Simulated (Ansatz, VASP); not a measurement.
Two plane-wave programs on BaRe

Contents of POSCAR:

```
BaRe
1.0
    3.6797109791      0.0000000000      0.0000000000
    0.0000000000      3.6797109791      0.0000000000
    0.0000000000      0.0000000000      3.6797109791
Ba Re
1 1
Direct
    0.0000000000      0.0000000000      0.0000000000
    0.5000000000      0.5000000000      0.5000000000
```

Contents of INCAR.step1:

```
PREC = Accurate
ENCUT = 610
ISMEAR = 0
SIGMA = 0.05
LREAL = False
LASPH = True
NELM = 120
NBANDS = 20
GGA = PE
ALGO = Normal
EDIFF = 1E-5
LWAVE = True
LCHARG = False
GGA_COMPAT = False
```

Contents of INCAR.step2:

```
PREC = Accurate
ENCUT = 610
EDIFF = 1E-6
ISMEAR = 0
SIGMA = 0.05
LREAL = False
LASPH = True
NELM = 120
ALGO = Normal
ISIF = 2
LWAVE = False
LCHARG = False
METAGGA = R2SCAN
LMIXTAU = True
NBANDS = 20
ISTART = 1
GGA_COMPAT = False
```

KPOINTS

```
Automatic mesh
0
Gamma
  10 10 10
```

Input for Ansatz:

```yaml
crystal:
  lattice:
    - [3.6797109791, 0.0, 0.0]
    - [0.0, 3.6797109791, 0.0]
    - [0.0, 0.0, 3.6797109791]
  atoms:
    - { symbol: Ba, position: [0.0, 0.0, 0.0] }
    - { symbol: Re, position: [0.5, 0.5, 0.5] }
basis:
  ecutwfc: 500
  ecutrho_ratio: 4
kpoints:
  mp_grid: { grid: [10, 10, 10] }
hamiltonian:
  xc: r2scan
scf:
  occupations: { method: gaussian, width: 0.05 }
output:
  forces: true
  stress: true
  eigenvalues: true
```

Alike in both runs: task single point; functional r2SCAN; k mesh 10 × 10 × 10; occupations gaussian, width 0.05 eV; no spin polarisation.

|  | VASP | Ansatz |
| --- | --- | --- |
| version | VASP 6.6.1 | Ansatz 0.2.0 |
| potentials or method | VASP PAW PBE potentials, release 64 (Ba_sv, Re_sv_GW), cutoff 610 eV | scalar-relativistic, plane waves, PAW |
| valence electrons in the cell | 25 | 25 |

Ansatz gave:

```
gap on the k mesh at the Fermi level (eV) : none
pressure (GPa)                            : 0.9
```

What did VASP give for the same quantities?

gap on the k mesh at the Fermi level (eV): none; pressure (GPa): 2.9.

VASP's potentials were made for PBE, not for r2SCAN. A gap of «none» marks a metal or a gap that the smearing closes.

Spin-orbit coupling is off throughout.
